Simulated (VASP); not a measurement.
# ZrS (R-3m) in VASP: a series of runs

Runs on ZrS. Level: PBEsol. Tasks: single point.

Program: VASP 6.6.1. These are calculated values, not measurements. Logs are shortened: lines on timing, memory, paths and dates and some standing lists are left out, and cuts for length are marked.

## Step 1: The cell of the first run

The structure is trigonal, space group R-3m (No. 166). Conventional cell: a = 3.509 Å, b = 3.509 Å, c = 9.703 Å, α = 90.00°, β = 90.00°, γ = 120.00°. Zr (site symmetry -3m) has 6 S at 2.59 Å within 3.4 Å. S (site symmetry -3m) has 6 Zr at 2.59 Å within 3.4 Å.

## Step 2: Single point, PBEsol

Contents of INCAR:

```
SYSTEM = ZrS
PREC     = Accurate       ! precision mode
ENCUT    = 520            ! plane-wave cutoff, eV
EDIFF    = 1E-6           ! SCF threshold, eV
ISMEAR   = 0              ! smearing method
SIGMA    = 0.15           ! smearing width, eV
LREAL    = .FALSE.        ! projectors in reciprocal space
LASPH    = .TRUE.         ! aspherical terms in the spheres
NELM     = 60             ! most SCF steps
ALGO     = Normal         ! electronic algorithm
ISIF     = 2              ! what is computed and relaxed
LWAVE    = .FALSE.        ! write WAVECAR
LCHARG   = .FALSE.        ! write CHGCAR
GGA      = PS             ! functional
NBANDS   = 16             ! bands
```

Contents of KPOINTS:

```
regular mesh
0
G
  16 16 16
  0 0 0
```

Contents of POSCAR:

```
ZrS
1.0
    0.2133641940      2.6943431935      2.6943431935
    2.6943431935      0.2133641940      2.6943431935
    2.6943431935      2.6943431935      0.2133641940
Zr S
1 1
Direct
    0.0000000000      0.0000000000      0.0000000000
    0.5000000000      0.5000000000      0.5000000000
```

Potentials or basis: VASP PAW PBE potentials, release 64 (Zr_sv, S).

Launch:

```console
cat potpaw_PBE.64/Zr_sv/POTCAR potpaw_PBE.64/S/POTCAR > POTCAR
mpirun -np 1 vasp_std > vasp.out
```

OUTCAR:

```text
SYSTEM = ZrS
   PREC = Accurate
   ENCUT = 520
   EDIFF = 1E-6
   ISMEAR = 0
   LREAL = .FALSE.
   LASPH = .TRUE.
   NELM = 60
   ISIF = 2
   GGA = PS

 ion  position               nearest neighbor table
   1  0.000  0.000  0.000-   2 2.59   2 2.59   2 2.59   2 2.59   2 2.59   2 2.59
   2  0.500  0.500  0.500-   1 2.59   1 2.59   1 2.59   1 2.59   1 2.59   1 2.59

  LATTYP: Found a trigonal (rhomboedric) cell.
 ALAT       =     3.8163457349
 COS(alpha) =     0.5773793122

  Lattice vectors:

 A1 = (   0.2133641940,   2.6943431935,   2.6943431935)
 A2 = (   2.6943431935,   0.2133641940,   2.6943431935)
 A3 = (   2.6943431935,   2.6943431935,   0.2133641940)

Analysis of symmetry for initial positions (statically):
=====================================================================
 Subroutine PRICEL returns:
 Original cell was already a primitive cell.

 Routine SETGRP: Setting up the symmetry group for a
 trigonal (rhombohedral) supercell.

 Subroutine GETGRP returns: Found 12 space group operations
 (whereof 12 operations were pure point group operations)
 out of a pool of 12 trial point group operations.

The static configuration has the point symmetry D_3d.

Analysis of symmetry for dynamics (positions and initial velocities):
=====================================================================
 Subroutine PRICEL returns:
 Original cell was already a primitive cell.

 Routine SETGRP: Setting up the symmetry group for a
 trigonal (rhombohedral) supercell.

 Subroutine GETGRP returns: Found 12 space group operations
 (whereof 12 operations were pure point group operations)
 out of a pool of 12 trial point group operations.

The dynamic configuration has the point symmetry D_3d.

 Subroutine INISYM returns: Found 12 space group operations
 (whereof 12 operations are pure point group operations),
 and found     1 'primitive' translations

----------------------------------------------------------------------------------------

                                     Primitive cell

  volume of cell :      34.4821

  direct lattice vectors                    reciprocal lattice vectors
     0.213364194  2.694343193  2.694343193    -0.209209107  0.193857586  0.193857586
     2.694343193  0.213364194  2.694343193     0.193857586 -0.209209107  0.193857586
     2.694343193  2.694343193  0.213364194     0.193857586  0.193857586 -0.209209107

  length of vectors
     3.816345735  3.816345735  3.816345735     0.344862259  0.344862259  0.344862259

  position of ions in fractional coordinates (direct lattice)
     0.000000000  0.000000000  0.000000000
     0.500000000  0.500000000  0.500000000

  ion indices of the primitive-cell ions
   primitive index   ion index
                 1           1
                 2           2

----------------------------------------------------------------------------------------

 KPOINTS: regular mesh

Automatic generation of k-mesh.
 Grid dimensions read from file:
 generate k-points for:   16   16   16

 Generating k-lattice:

  Cartesian coordinates                     Fractional coordinates (reciprocal lattice)
    -0.013075569  0.012116099  0.012116099     0.062500000  0.000000000  0.000000000
     0.012116099 -0.013075569  0.012116099     0.000000000  0.062500000  0.000000000
     0.012116099  0.012116099 -0.013075569     0.000000000  0.000000000  0.062500000

  Length of vectors
     0.021553891  0.021553891  0.021553891

  Shift w.r.t. Gamma in fractional coordinates (k-lattice)
     0.000000000  0.000000000  0.000000000

 Subroutine IBZKPT returns following result:
 ===========================================

 Found    417 irreducible k-points:

 Following reciprocal coordinates:
            Coordinates               Weight
  0.000000  0.000000  0.000000      1.000000
  0.062500  0.000000  0.000000      6.000000
  0.125000  0.000000  0.000000      6.000000
  0.187500 -0.000000 -0.000000      6.000000
  0.250000  0.000000  0.000000      6.000000
  0.312500  0.000000  0.000000      6.000000
[... 16 lines left out ...]
 -0.125000  0.062500  0.000000     12.000000
 -0.062500  0.062500  0.000000      6.000000
 [... further k-points ...]
   k-points           NKPTS =    417   k-points in BZ     NKDIM =    417   number of bands    NBANDS=     16
   number of dos      NEDOS =    301   number of ions     NIONS =      2
   total plane-waves  NPLWV =  21952
   dimension x,y,z NGX =    28 NGY =   28 NGZ =   28
   dimension x,y,z NGXF=    56 NGYF=   56 NGZF=   56
   ions per type =               1   1
   NGX,Y,Z   is equivalent  to a cutoff of  12.20, 12.20, 12.20 a.u.
   NGXF,Y,Z  is equivalent  to a cutoff of  24.39, 24.39, 24.39 a.u.
 SYSTEM =  ZrS
   PREC   = accura    normal or accurate (medium, high low for compatibility)
   ISTART =      0    job   : 0-new  1-cont  2-samecut
   ICHARG =      2    charge: 1-file 2-atom 10-const
   ISPIN  =      1    spin polarized calculation?
   LNONCOLLINEAR =      F non collinear calculations
   LSORBIT =      F    spin-orbit coupling
   LASPH  =      T    aspherical Exc in radial PAW
   ENCUT  =  520.0 eV  38.22 Ry    6.18 a.u.   7.10  7.10  7.10*2*pi/ulx,y,z
   NELM   =     60;   NELMIN=  2; NELMDL= -5     # of ELM steps
   EDIFF  = 0.1E-05   stopping-criterion for ELM
   LREAL  =      F    real-space projection
   EDIFFG = 0.1E-04   stopping-criterion for IOM
   NSW    =      0    number of steps for IOM
   IBRION =     -1    ionic relax: 0-MD 1-quasi-New 2-CG
   NFREE  =      0    steps in history (QN), initial steepest desc. (CG)
   ISIF   =      2    stress and relaxation
   ISYM   =      2    0-nonsym 1-usesym 2-fastsym
   POTIM  = 0.5000    time-step for ionic-motion
   TEBEG  =    0.0;   TEEND  =   0.0 temperature during run
   PSTRESS=    0.0 pullay stress
   NELECT =      18.0000    total number of electrons
   NUPDOWN=      -1.0000    fix difference up-down
   EMIN   =  10.00;   EMAX   =-10.00  energy-range for DOS
   EFERMI =   0.00;   METHOD = LEGACY
   ISMEAR =     0;   SIGMA  =   0.15  broadening in eV -4-tet -1-fermi 0-gaus
   EFERMI_NEDOS =   21; number of points for ismear=-14 and -15
   IALGO  =     38    algorithm
   IMIX   =      4    mixing-type and parameters
     AMIX     =   0.40;   BMIX     =  1.00
     AMIX_MAG =   1.60;   BMIX_MAG =  1.00
  volume/ion in A,a.u.               =      17.24       116.35
  Fermi-wavevector in a.u.,A,eV,Ry     =   1.318159  2.490960 23.640724  1.737544
  Thomas-Fermi vector in A             =   2.448149
   LORBIT       =      0    0 simple, 1 ext, 2 COOP (PROOUT), +10 PAW based schemes
   GGA     = PS    functional components
   LHFCALC =     F    Hartree Fock is set to
   AEXX    =    0.0000 exact exchange contribution
   IVDW    =     0    specifies the selected vdW correction
   LEPSILON=     F    determine dielectric tensor
   LRPA    =     F    only Hartree local field effects (RPA)
 non-spin polarized calculation
 Gauss-broadening in eV      SIGMA  =   0.15
  energy-cutoff  :      520.00
  volume of cell :       34.48
 maximum number of plane-waves:       949
   NGX = 15   NGY = 15   NGZ = 15

 number of electron      18.0000001 magnetization

 Free energy of the ion-electron system (eV)
  ---------------------------------------------------
  ext. energy  EPLUGINS =         0.00000000
  ---------------------------------------------------
  free energy    TOTEN  =       -16.46752553 eV

  energy without entropy =      -16.45241820  energy(sigma->0) =      -16.45997186

 E-fermi :  11.1501     XC(G=0): -11.6985

 val. band max:       11.1477894685   @ k =   0.3750   0.1875   0.1875
 cond. band min:      11.1560720459   @ k =  -0.2500   0.3750   0.1250
 fundamental gap:      0.0082825774
 Fermi energy:        11.1500985120

 k-point     1 :       0.0000    0.0000    0.0000
  band No.  band energies     occupation
      1     -38.5929      2.00000
      2     -16.7029      2.00000
      3     -16.5173      2.00000
      4     -16.5173      2.00000
      5      -4.8315      2.00000
      6       7.2243      2.00000
[... 8 lines left out ...]
     15      18.4743      0.00000
     16      23.4616      0.00000

 k-point     2 :       0.0625    0.0000    0.0000
  band No.  band energies     occupation
      1     -38.5913      2.00000
      2     -16.7041      2.00000
      3     -16.5359      2.00000
      4     -16.5201      2.00000
      5      -4.7735      2.00000
      6       7.0056      2.00000
[... 8 lines left out ...]
     15      18.6892      0.00000
     16      23.1955      0.00000

 k-point     3 :       0.1250    0.0000    0.0000
  band No.  band energies     occupation
      1     -38.5867      2.00000
      2     -16.7085      2.00000
      3     -16.5868      2.00000
      4     -16.5279      2.00000
      5      -4.6051      2.00000
      6       6.5215      2.00000
[... 8 lines left out ...]
     15      19.2397      0.00000
     16      22.2174      0.00000

 k-point     4 :       0.1875   -0.0000   -0.0000
  band No.  band energies     occupation
      1     -38.5798      2.00000
      2     -16.7253      2.00000
      3     -16.6515      2.00000
      4     -16.5396      2.00000
      5      -4.3433      2.00000
      6       5.9144      2.00000
[... 8 lines left out ...]
     15      19.6977      0.00000
     16      21.2790      0.00000

 k-point     5 :       0.2500    0.0000    0.0000
  band No.  band energies     occupation
      1     -38.5718      2.00000
      2     -16.7856      2.00000
      3     -16.6852      2.00000
      4     -16.5533      2.00000
      5      -4.0157      2.00000
      6       5.0154      2.00000
[... 8 lines left out ...]
     15      19.4605      0.00000
     16      20.6338      0.00000

 k-point     6 :       0.3125    0.0000    0.0000
  band No.  band energies     occupation
      1     -38.5636      2.00000
      2     -16.8687      2.00000
      3     -16.6939      2.00000
      4     -16.5669      2.00000
      5      -3.6603      2.00000
      6       4.1977      2.00000
[... 8 lines left out ...]
     15      18.9627      0.00000
     16      20.3572      0.00000

 k-point     7 :       0.3750   -0.0000   -0.0000
  band No.  band energies     occupation
      1     -38.5568      2.00000
      2     -16.9414      2.00000
      3     -16.6974      2.00000
      4     -16.5785      2.00000
      5      -3.3284      2.00000
      6       3.5347      2.00000
[... 8 lines left out ...]
     15      18.1280      0.00000
     16      19.4241      0.00000

 k-point     8 :       0.4375    0.0000    0.0000
  band No.  band energies     occupation
      1     -38.5522      2.00000
      2     -16.9899      2.00000
      3     -16.6992      2.00000
      4     -16.5862      2.00000
      5      -3.0848      2.00000
      6       3.0933      2.00000
[... 8 lines left out ...]
     15      17.5964      0.00000
     16      18.3766      0.00000

 k-point     9 :       0.5000    0.0000    0.0000
  band No.  band energies     occupation
      1     -38.5505      2.00000
      2     -17.0068      2.00000
      3     -16.6997      2.00000
      4     -16.5889      2.00000
      5      -2.9939      2.00000
      6       2.9367      2.00000
[... 8 lines left out ...]
     15      17.6561      0.00000
     16      17.7797      0.00000
[... 172 lines left out ...]
 k-point    19 :      -0.3750    0.0625    0.0000
  band No.  band energies     occupation
      1     -38.5539      2.00000
      2     -16.9585      2.00000
      3     -16.6988      2.00000
      4     -16.5935      2.00000
      5      -3.2361      2.00000
      6       3.3618      2.00000
[... 8 lines left out ...]
     15      17.8246      0.00000
     16      19.0561      0.00000

 k-point    20 :      -0.3125    0.0625   -0.0000
  band No.  band energies     occupation
      1     -38.5598      2.00000
      2     -16.8960      2.00000
      3     -16.6960      2.00000
      4     -16.5830      2.00000
      5      -3.5285      2.00000
      6       3.9019      2.00000
[... 8 lines left out ...]
     15      18.7569      0.00000
     16      20.0850      0.00000

 k-point    21 :      -0.2500    0.0625   -0.0000
  band No.  band energies     occupation
      1     -38.5674      2.00000
      2     -16.8154      2.00000
      3     -16.6926      2.00000
      4     -16.5691      2.00000
      5      -3.8675      2.00000
      6       4.6088      2.00000
[... 8 lines left out ...]
     15      19.4993      0.00000
     16      20.5470      0.00000

 k-point    22 :      -0.1875    0.0625   -0.0000
  band No.  band energies     occupation
      1     -38.5755      2.00000
      2     -16.7343      2.00000
      3     -16.6828      2.00000
      4     -16.5538      2.00000
      5      -4.1982      2.00000
      6       5.4167      2.00000
[... 8 lines left out ...]
     15      19.8271      0.00000
     16      21.4109      0.00000

 k-point    23 :      -0.1250    0.0625    0.0000
  band No.  band energies     occupation
      1     -38.5829      2.00000
      2     -16.7038      2.00000
      3     -16.6297      2.00000
      4     -16.5392      2.00000
      5      -4.4783      2.00000
      6       6.2186      2.00000
[... 8 lines left out ...]
     15      19.6212      0.00000
     16      22.2677      0.00000

 k-point    24 :      -0.0625    0.0625    0.0000
  band No.  band energies     occupation
      1     -38.5884      2.00000
      2     -16.7018      2.00000
      3     -16.5690      2.00000
      4     -16.5273      2.00000
      5      -4.6769      2.00000
      6       6.7187      2.00000
[... 8 lines left out ...]
     15      19.0509      0.00000
     16      23.0551      0.00000

 [... further k-points ...]
[... 5 lines left out ...]
  --------------------------------------------------------------------------------------
  -------------------------------------------------------------------------------------
  Total        0.0873277      0.0873277      0.0873277     -0.3830591     -0.3830591     -0.3830591
  in kB        4.0576003      4.0576003      4.0576003    -17.7984920    -17.7984920    -17.7984920
  external PRESSURE =       4.0576003 kB  Pullay stress =       0.0000000 kB

 VOLUME and BASIS-vectors are now :
 -----------------------------------------------------------------------------
  energy-cutoff  :      520.00
  volume of cell :       34.48
      direct lattice vectors                 reciprocal lattice vectors
     0.213364194  2.694343193  2.694343193    -0.209209107  0.193857586  0.193857586
     2.694343193  0.213364194  2.694343193     0.193857586 -0.209209107  0.193857586
     2.694343193  2.694343193  0.213364194     0.193857586  0.193857586 -0.209209107

 POSITION                                       TOTAL-FORCE (eV/Angst)
 -----------------------------------------------------------------------------------
      0.00000      0.00000      0.00000         0.000000      0.000000      0.000000
      2.80103      2.80103      2.80103        -0.000000     -0.000000     -0.000000
 -----------------------------------------------------------------------------------
    total drift:                                0.000000      0.000000      0.000000

  FREE ENERGIE OF THE ION-ELECTRON SYSTEM (eV)
  ---------------------------------------------------
  free  energy   TOTEN  =       -16.4675255319 eV

  energy  without entropy=      -16.4524181965  energy(sigma->0) =      -16.45997186
```

It took 97 s on 1 thread of Intel Xeon Platinum 8559C (Emerald Rapids), shared host; peak memory 0.34 GiB.

What came out:

```yaml
Free_energy: -16.4675 eV
Pressure: 0.4 GPa
Band_gap_on_the_k_mesh: zero (band 9 reaches 12.45 eV, above the bottom of band 10 at 10.11 eV)
```

Levels at points of the mesh, in eV from the Fermi level:
```tsv
k point	band 6	band 7	band 8	band 9	band 10	band 11	band 12	band 13
(0.00, 0.00, 0.00)	-3.93	-3.13	-3.13	-2.27	-1.04	-1.04	-0.49	-0.49
(0.50, 0.00, 0.00)	-8.21	-6.59	-5.78	0.56	1.90	2.35	2.79	5.22
(0.50, 0.50, 0.00)	-6.32	-4.67	-4.06	-3.61	0.52	1.79	2.78	3.32
(0.50, 0.50, 0.50)	-8.20	-5.40	-5.40	1.30	1.30	1.34	2.48	5.40
```

Caveat: the PAW data sets were made with another functional, which shifts forces and pressure a little.

## Step 3: Single point, PBEsol

This run uses another cell than the first one, of 18.16 Å³/atom, 1.053 times its volume.

Contents of INCAR:

```
SYSTEM = ZrS
PREC     = Accurate       ! precision mode
ENCUT    = 520            ! plane-wave cutoff, eV
EDIFF    = 1E-6           ! SCF threshold, eV
ISMEAR   = 0              ! smearing method
SIGMA    = 0.15           ! smearing width, eV
LREAL    = .False.        ! projectors in reciprocal space
LASPH    = .True.         ! aspherical terms in the spheres
NELM     = 60             ! most SCF steps
ALGO     = Normal         ! electronic algorithm
ISIF     = 2              ! what is computed and relaxed
LWAVE    = .False.        ! write WAVECAR
LCHARG   = .False.        ! write CHGCAR
GGA      = PS             ! functional
NBANDS   = 16             ! bands
```

Contents of KPOINTS:

```
regular mesh
0
Gamma
  16 16 16
  0 0 0
```

Contents of POSCAR:

```
ZrS
1.0
   -0.1053235197      2.5769392918      2.5769392918
    2.5769392918     -0.1053235197      2.5769392918
    2.5769392918      2.5769392918     -0.1053235197
Zr S
1 1
Direct
    0.0000000000      0.0000000000      0.0000000000
    0.5000000000      0.5000000000      0.5000000000
```

Potentials or basis: VASP PAW PBE potentials, release 64 (Zr_sv, S).

Launch:

```console
cat potpaw_PBE.64/Zr_sv/POTCAR potpaw_PBE.64/S/POTCAR > POTCAR
mpirun -np 1 vasp_std > vasp.out
```

Wall time 1.7 min (1 thread of Intel Xeon Platinum 8559C (Emerald Rapids), shared host); peak memory 0.34 GiB.

It converged, with:

| Quantity | Value |
| --- | --- |
| Free energy | -16.4664 eV |
| Pressure | -6.7 GPa |
| Band gap on the k mesh | zero (band 9 reaches 12.21 eV, above the bottom of band 10 at 8.98 eV) |

Stress tensor (GPa, compression positive):
```
-6.68  1.07  1.07
 1.07 -6.68  1.07
 1.07  1.07 -6.68
```

Levels at points of the mesh, in eV from the Fermi level:
```csv
k point,band 6,band 7,band 8,band 9,band 10,band 11,band 12,band 13
"(0.00, 0.00, 0.00)",-3.59,-3.59,-3.28,-1.56,-1.56,-0.93,-0.63,-0.63
"(0.50, 0.00, 0.00)",-8.00,-6.01,-5.62,1.11,1.25,1.97,2.12,5.33
"(0.50, 0.50, 0.00)",-6.24,-4.61,-4.26,-3.42,0.49,2.06,2.40,2.97
"(0.50, 0.50, 0.50)",-7.96,-6.20,-6.20,1.67,1.67,1.69,1.97,5.61
```

Caveat: the PAW data sets were made with another functional, which shifts forces and pressure a little.

(Continued in part 2 of 2.)
